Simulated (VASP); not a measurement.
# Hf5C3 (P6/mmm) in VASP: further runs

Runs on Hf5C3. Level: PBE. Tasks: single point.

All numbers are computed with VASP 6.6.1; they aren't measurements. Logs are shortened: lines on timing, memory, paths and dates and some standing lists are left out, and cuts for length are marked.

### 1 The cell of the first run

It takes space group P6/mmm (No. 191, hexagonal). Conventional cell: a = 4.714 Å, b = 4.714 Å, c = 6.989 Å, α = 90.00°, β = 90.00°, γ = 120.00°. Hf (site symmetry 3m) has 1 C at 2.07 Å and 4 Hf at 2.72 to 2.86 Å within 2.9 Å. Within 3.6 Å of Hf (site symmetry 6/mmm) lie 8 C at 2.72 to 3.49 Å and 12 Hf at 3.42 Å. C (site symmetry -6m2) has 5 Hf at 2.07 to 2.72 Å and 3 C at 2.72 Å within 2.8 Å. C (site symmetry 6/mmm) has 14 Hf at 3.07 to 3.49 Å within 4.0 Å.

The cell was built from a structure type or drawn by symmetry, and may not be a known phase.

### 2 Single point, PBE

Contents of INCAR:

```
PREC = Accurate ; ENCUT = 520
EDIFF = 1E-6 ; ISMEAR = 0
SIGMA = 0.2 ; LREAL = F
LASPH = T ; NELM = 100
ALGO = Normal ; ISIF = 2
LWAVE = F ; LCHARG = T
GGA = PE ; LELF = T
LVHAR = T ; NBANDS = 41
```

Contents of KPOINTS:

```
regular mesh
0
Gamma
  4 4 2
```

Contents of POSCAR:

```
Hf5C3
1.0
    4.7143902857      0.0000000030      0.0000000000
   -2.3571951455      4.0827817493      0.0000000000
    0.0000000000      0.0000000000      6.9888107824
Hf C
5 3
Direct
    0.3333333333      0.6666666667      0.7043926065
    0.6666666667      0.3333333333      0.7043926065
    0.6666666667      0.3333333333      0.2956073935
    0.3333333333      0.6666666667      0.2956073935
    0.0000000000      0.0000000000      0.0000000000
    0.3333333333      0.6666666667      0.0000000000
    0.6666666667      0.3333333333      0.0000000000
    0.0000000000      0.0000000000      0.5000000000
```

Potentials or basis: VASP PAW PBE potentials, release 64 (Hf_pv, C).

Run with:

```console
$ cat potpaw_PBE.64/Hf_pv/POTCAR potpaw_PBE.64/C/POTCAR > POTCAR
$ mpirun -np 1 vasp_std > vasp.out
```

OUTCAR:

```text
PREC = Accurate
   ENCUT = 520
   EDIFF = 1E-6
   ISMEAR = 0
   LREAL = F
   LASPH = T
   NELM = 100
   ISIF = 2
   GGA = PE

 ion  position               nearest neighbor table
   1  0.333  0.667  0.704-   6 2.07   2 2.72   2 2.72   2 2.72   4 2.86   5 3.42   5 3.42   5 3.42

   2  0.667  0.333  0.704-   7 2.07   1 2.72   1 2.72   1 2.72   3 2.86   5 3.42   5 3.42   5 3.42

   3  0.667  0.333  0.296-   7 2.07   4 2.72   4 2.72   4 2.72   2 2.86   5 3.42   5 3.42   5 3.42

   4  0.333  0.667  0.296-   6 2.07   3 2.72   3 2.72   3 2.72   1 2.86   5 3.42   5 3.42   5 3.42

   5  0.000  0.000  0.000-   6 2.72   7 2.72   7 2.72   6 2.72   7 2.72   6 2.72   1 3.42   2 3.42
                             3 3.42   4 3.42   2 3.42   1 3.42   4 3.42   3 3.42   4 3.42   1 3.42
   6  0.333  0.667  0.000-   1 2.07   4 2.07   5 2.72   5 2.72   5 2.72
   7  0.667  0.333  0.000-   2 2.07   3 2.07   5 2.72   5 2.72   5 2.72
   8  0.000  0.000  0.500-

  LATTYP: Found a hexagonal cell.
 ALAT       =     4.7143902857
 C/A-ratio  =     1.4824421312

  Lattice vectors:

 A1 = (   4.7143902857,   0.0000000030,   0.0000000000)
 A2 = (  -2.3571951455,   4.0827817493,   0.0000000000)
 A3 = (   0.0000000000,   0.0000000000,   6.9888107824)

Analysis of symmetry for initial positions (statically):
=====================================================================
 Subroutine PRICEL returns:
 Original cell was already a primitive cell.

 Routine SETGRP: Setting up the symmetry group for a
 hexagonal supercell.

 Subroutine GETGRP returns: Found 24 space group operations
 (whereof 24 operations were pure point group operations)
 out of a pool of 24 trial point group operations.

The static configuration has the point symmetry D_6h.

Analysis of symmetry for dynamics (positions and initial velocities):
=====================================================================
 Subroutine PRICEL returns:
 Original cell was already a primitive cell.

 Routine SETGRP: Setting up the symmetry group for a
 hexagonal supercell.

 Subroutine GETGRP returns: Found 24 space group operations
 (whereof 24 operations were pure point group operations)
 out of a pool of 24 trial point group operations.

The dynamic configuration has the point symmetry D_6h.

 Subroutine INISYM returns: Found 24 space group operations
 (whereof 24 operations are pure point group operations),
 and found     1 'primitive' translations

----------------------------------------------------------------------------------------

                                     Primitive cell

  volume of cell :     134.5194

  direct lattice vectors                    reciprocal lattice vectors
     4.714390286  0.000000003  0.000000000     0.212116507  0.122465523  0.000000000
    -2.357195145  4.082781749  0.000000000    -0.000000000  0.244931045  0.000000000
     0.000000000  0.000000000  6.988810782     0.000000000  0.000000000  0.143085860

  length of vectors
     4.714390286  4.714390286  6.988810782     0.244931045  0.244931045  0.143085860

  position of ions in fractional coordinates (direct lattice)
     0.333333333  0.666666667  0.704392607
     0.666666667  0.333333333  0.704392607
     0.666666667  0.333333333  0.295607393
     0.333333333  0.666666667  0.295607393
     0.000000000  0.000000000  0.000000000
     0.333333333  0.666666667  0.000000000
     0.666666667  0.333333333  0.000000000
     0.000000000  0.000000000  0.500000000

  ion indices of the primitive-cell ions
   primitive index   ion index
                 1           1
                 2           2
                 3           3
                 4           4
                 5           5
                 6           6
                 7           7
                 8           8

----------------------------------------------------------------------------------------

 KPOINTS: regular mesh

Automatic generation of k-mesh.
 Grid dimensions read from file:
 generate k-points for:    4    4    2

 Generating k-lattice:

  Cartesian coordinates                     Fractional coordinates (reciprocal lattice)
     0.053029127  0.030616381  0.000000000     0.250000000  0.000000000  0.000000000
    -0.000000000  0.061232761  0.000000000     0.000000000  0.250000000  0.000000000
     0.000000000  0.000000000  0.071542930     0.000000000  0.000000000  0.500000000

  Length of vectors
     0.061232761  0.061232761  0.071542930

  Shift w.r.t. Gamma in fractional coordinates (k-lattice)
     0.000000000  0.000000000  0.000000000

 Subroutine IBZKPT returns following result:
 ===========================================

 Found      8 irreducible k-points:

 Following reciprocal coordinates:
            Coordinates               Weight
  0.000000  0.000000  0.000000      1.000000
  0.250000  0.000000  0.000000      6.000000
  0.500000  0.000000  0.000000      3.000000
  0.250000  0.250000  0.000000      6.000000
  0.000000  0.000000  0.500000      1.000000
  0.250000  0.000000  0.500000      6.000000
  0.500000  0.000000  0.500000      3.000000
  0.250000  0.250000  0.500000      6.000000
   k-points           NKPTS =      8   k-points in BZ     NKDIM =      8   number of bands    NBANDS=     41
   number of dos      NEDOS =    301   number of ions     NIONS =      8
   total plane-waves  NPLWV =  69984
   dimension x,y,z NGX =    36 NGY =   36 NGZ =   54
   dimension x,y,z NGXF=    72 NGYF=   72 NGZF=  108
   ions per type =               5   3
   NGX,Y,Z   is equivalent  to a cutoff of  12.69, 12.69, 12.85 a.u.
   NGXF,Y,Z  is equivalent  to a cutoff of  25.39, 25.39, 25.69 a.u.
 SYSTEM =  unknown system
   PREC   = accura    normal or accurate (medium, high low for compatibility)
   ISTART =      0    job   : 0-new  1-cont  2-samecut
   ICHARG =      2    charge: 1-file 2-atom 10-const
   ISPIN  =      1    spin polarized calculation?
   LNONCOLLINEAR =      F non collinear calculations
   LSORBIT =      F    spin-orbit coupling
   LASPH  =      T    aspherical Exc in radial PAW
   ENCUT  =  520.0 eV  38.22 Ry    6.18 a.u.   8.77  8.77 12.99*2*pi/ulx,y,z
   NELM   =    100;   NELMIN=  2; NELMDL= -5     # of ELM steps
   EDIFF  = 0.1E-05   stopping-criterion for ELM
   LREAL  =      F    real-space projection
   EDIFFG = 0.1E-04   stopping-criterion for IOM
   NSW    =      0    number of steps for IOM
   IBRION =     -1    ionic relax: 0-MD 1-quasi-New 2-CG
   NFREE  =      0    steps in history (QN), initial steepest desc. (CG)
   ISIF   =      2    stress and relaxation
   ISYM   =      2    0-nonsym 1-usesym 2-fastsym
   POTIM  = 0.5000    time-step for ionic-motion
   TEBEG  =    0.0;   TEEND  =   0.0 temperature during run
   PSTRESS=    0.0 pullay stress
   NELECT =      62.0000    total number of electrons
   NUPDOWN=      -1.0000    fix difference up-down
   EMIN   =  10.00;   EMAX   =-10.00  energy-range for DOS
   EFERMI =   0.00;   METHOD = LEGACY
   ISMEAR =     0;   SIGMA  =   0.20  broadening in eV -4-tet -1-fermi 0-gaus
   EFERMI_NEDOS =   21; number of points for ismear=-14 and -15
   IALGO  =     38    algorithm
   IMIX   =      4    mixing-type and parameters
     AMIX     =   0.40;   BMIX     =  1.00
     AMIX_MAG =   1.60;   BMIX_MAG =  1.00
  volume/ion in A,a.u.               =      16.81       113.47
  Fermi-wavevector in a.u.,A,eV,Ry     =   1.264573  2.389696 21.757670  1.599144
  Thomas-Fermi vector in A             =   2.397871
   LORBIT       =      0    0 simple, 1 ext, 2 COOP (PROOUT), +10 PAW based schemes
   GGA     = PE    functional components
   LHFCALC =     F    Hartree Fock is set to
   AEXX    =    0.0000 exact exchange contribution
   IVDW    =     0    specifies the selected vdW correction
   LEPSILON=     F    determine dielectric tensor
   LRPA    =     F    only Hartree local field effects (RPA)
 non-spin polarized calculation
 Gauss-broadening in eV      SIGMA  =   0.20
  energy-cutoff  :      520.00
  volume of cell :      134.52
 maximum number of plane-waves:      3643
 NGX is ok and might be reduce to    36
   NGX = 17   NGY = 17   NGZ = 25

 number of electron      61.9999997 magnetization

 Free energy of the ion-electron system (eV)
  ---------------------------------------------------
  ext. energy  EPLUGINS =         0.00000000
  ---------------------------------------------------
  free energy    TOTEN  =       -67.10265332 eV

  energy without entropy =      -66.95964982  energy(sigma->0) =      -67.03115157

 E-fermi :   4.7124     XC(G=0): -11.3574

 val. band max:        4.6382662611   @ k =   0.2500   0.2500   0.5000
 cond. band min:       4.7511712808   @ k =   0.2500   0.0000   0.0000
 fundamental gap:      0.1129050196
 Fermi energy:         4.7123631944

 k-point     1 :       0.0000    0.0000    0.0000
  band No.  band energies     occupation
      1     -26.3807      2.00000
      2     -26.1982      2.00000
      3     -26.1982      2.00000
      4     -26.0351      2.00000
      5     -26.0351      2.00000
      6     -25.9577      2.00000
[... 33 lines left out ...]
     40       7.2593      0.00000
     41       7.2725      0.00000

 k-point     2 :       0.2500    0.0000    0.0000
  band No.  band energies     occupation
      1     -26.3828      2.00000
      2     -26.2280      2.00000
      3     -26.2272      2.00000
      4     -26.0509      2.00000
      5     -26.0034      2.00000
      6     -25.9226      2.00000
[... 33 lines left out ...]
     40       7.6423      0.00000
     41       7.8391      0.00000

 k-point     3 :       0.5000    0.0000    0.0000
  band No.  band energies     occupation
      1     -26.3883      2.00000
      2     -26.2593      2.00000
      3     -26.2357      2.00000
      4     -26.0616      2.00000
      5     -26.0452      2.00000
      6     -25.7907      2.00000
[... 171 lines left out ...]
      2     -26.2405      2.00000
      3     -26.2210      2.00000
      4     -26.1231      2.00000
      5     -26.0025      2.00000
      6     -25.7712      2.00000
[... 33 lines left out ...]
     40       8.2536      0.00000
     41       8.3882      0.00000

 k-point     8 :       0.2500    0.2500    0.5000
  band No.  band energies     occupation
      1     -26.4057      2.00000
      2     -26.2277      2.00000
      3     -26.2141      2.00000
      4     -26.1194      2.00000
      5     -26.0611      2.00000
      6     -25.7338      2.00000
[... 33 lines left out ...]
     40       8.0816      0.00000
     41       8.1110      0.00000

------------------------ aborting loop because EDIFF is reached ----------------------------------------

  FORCE on cell =-STRESS in cart. coord.  units (eV):
  Direction    XX          YY          ZZ          XY          YZ          ZX
  --------------------------------------------------------------------------------------
  -------------------------------------------------------------------------------------
  Total       -0.3678919     -0.3678919      0.0051900      0.0000000      0.0000000     -0.0000000
  in kB       -4.3817323     -4.3817323      0.0618150      0.0000000      0.0000000     -0.0000000
  external PRESSURE =      -2.9005499 kB  Pullay stress =       0.0000000 kB

 VOLUME and BASIS-vectors are now :
 -----------------------------------------------------------------------------
  energy-cutoff  :      520.00
  volume of cell :      134.52
      direct lattice vectors                 reciprocal lattice vectors
     4.714390286  0.000000003  0.000000000     0.212116507  0.122465523  0.000000000
    -2.357195145  4.082781749  0.000000000    -0.000000000  0.244931045  0.000000000
     0.000000000  0.000000000  6.988810782     0.000000000  0.000000000  0.143085860

 POSITION                                       TOTAL-FORCE (eV/Angst)
 -----------------------------------------------------------------------------------
     -0.00000      2.72185      4.92287         0.000000     -0.000000     -0.007147
      2.35720      1.36093      4.92287         0.000000      0.000000     -0.007147
      2.35720      1.36093      2.06594        -0.000000      0.000000      0.007147
     -0.00000      2.72185      2.06594        -0.000000     -0.000000      0.007147
      0.00000      0.00000      0.00000        -0.000000     -0.000000     -0.000000
     -0.00000      2.72185      0.00000        -0.000000     -0.000000      0.000000
      2.35720      1.36093      0.00000         0.000000      0.000000     -0.000000
      0.00000      0.00000      3.49441        -0.000000     -0.000000     -0.000000
 -----------------------------------------------------------------------------------
    total drift:                               -0.000000      0.000000     -0.000000

  FREE ENERGIE OF THE ION-ELECTRON SYSTEM (eV)
  ---------------------------------------------------
  free  energy   TOTEN  =       -67.1026533175 eV

  energy  without entropy=      -66.9596498179  energy(sigma->0) =      -67.03115157
```

Run time: 30 s. Hardware: 1 thread of Intel Xeon 6975P-C (Granite Rapids), shared host; peak memory 0.25 GiB.

What came out:

```
Free energy            : -67.1027 eV
Pressure               : -0.3 GPa
Largest force          : 0.007 eV/Å
Band gap on the k mesh : zero (bands 31 and 32 overlap by 0.42 eV)
```

Forces on the atoms (eV/Å):
```
Hf   0.000  0.000 -0.007
Hf   0.000  0.000 -0.007
Hf   0.000  0.000  0.007
Hf   0.000  0.000  0.007
Hf   0.000  0.000  0.000
C    0.000  0.000  0.000
C    0.000  0.000  0.000
C    0.000  0.000  0.000
```

Caveat: the k points lie up to 0.45 Å⁻¹ apart; spin-orbit coupling is left out, which moves the levels of the heavy elements.

### 3 Single point, PBE

This run uses another cell than the first one, of 17.61 Å³/atom.

Contents of INCAR:

```
SYSTEM = Hf5C3
PREC     = Accurate       ! precision mode
ENCUT    = 520            ! plane-wave cutoff, eV
EDIFF    = 1E-7           ! SCF threshold, eV
ISMEAR   = 0              ! smearing method
SIGMA    = 0.2            ! smearing width, eV
LREAL    = .False.        ! projectors in reciprocal space
LASPH    = .True.         ! aspherical terms in the spheres
NELM     = 80             ! most SCF steps
ALGO     = Normal         ! electronic algorithm
ISIF     = 2              ! what is computed and relaxed
LWAVE    = .False.        ! write WAVECAR
LCHARG   = .True.         ! write CHGCAR
GGA      = PE             ! functional
LELF     = .True.         ! ELF
LVHAR    = .True.       
NBANDS   = 41             ! bands
```

Contents of KPOINTS:

```
regular mesh
0
Gamma
  4 4 2
  0 0 0
```

Contents of POSCAR:

```
Hf5C3
1.0
    4.8878444646      0.0000000000      0.0000000000
   -2.4439222323      4.2329974761      0.0000000000
    0.0000000000      0.0000000000      6.8093516674
Hf C
5 3
Direct
    0.3333333333      0.6666666667      0.2577161824
    0.6666666667      0.3333333333      0.2577161824
    0.6666666667      0.3333333333      0.7422838176
    0.3333333333      0.6666666667      0.7422838176
    0.0000000000      0.0000000000      0.5000000000
    0.0000000000      0.0000000000      0.1936112042
    0.0000000000      0.0000000000      0.8063887958
    0.0000000000      0.0000000000      0.0000000000
```

Potentials or basis: VASP PAW PBE potentials, release 64 (Hf_pv, C).

Run with:

```console
$ cat potpaw_PBE.64/Hf_pv/POTCAR potpaw_PBE.64/C/POTCAR > POTCAR
$ mpirun -np 1 vasp_std > vasp.out
```

Wall time 29 s (1 thread of Intel Xeon 6975P-C (Granite Rapids), shared host); peak memory 0.25 GiB.

Results (log left out):

```yaml
Free_energy: -71.7008 eV
Pressure: -0.3 GPa
Largest_force: 0.009 eV/Å
Band_gap_on_the_k_mesh: zero (bands 31 and 32 overlap by 0.64 eV)
```

Forces on the atoms (eV/Å):
```
Hf   0.000  0.000 -0.009
Hf   0.000  0.000 -0.009
Hf   0.000  0.000  0.009
Hf   0.000  0.000  0.009
Hf   0.000  0.000  0.000
C    0.000  0.000 -0.003
C    0.000  0.000  0.003
C    0.000  0.000  0.000
```

Levels at points of the mesh, in eV from the Fermi level:
```
           k point  band 28  band 29  band 30  band 31  band 32  band 33  band 34  band 35
(0.00, 0.00, 0.00)    -0.17    -0.16     0.05     0.12     0.12     0.32     0.32     1.35
(0.50, 0.00, 0.00)    -0.97    -0.83    -0.46    -0.39     0.51     0.56     0.76     0.96
(0.00, 0.00, 0.50)    -0.57    -0.57    -0.19    -0.19    -0.03     0.46     1.26     1.26
(0.50, 0.00, 0.50)    -1.43    -1.37    -1.13    -0.08     0.11     0.44     0.58     0.67
```

Caveat: the k points lie up to 0.46 Å⁻¹ apart, too coarse for converged energies and pressures of a metal; spin-orbit coupling is left out, which moves the levels of the heavy elements.

(Part 1 of 2 ends here.)
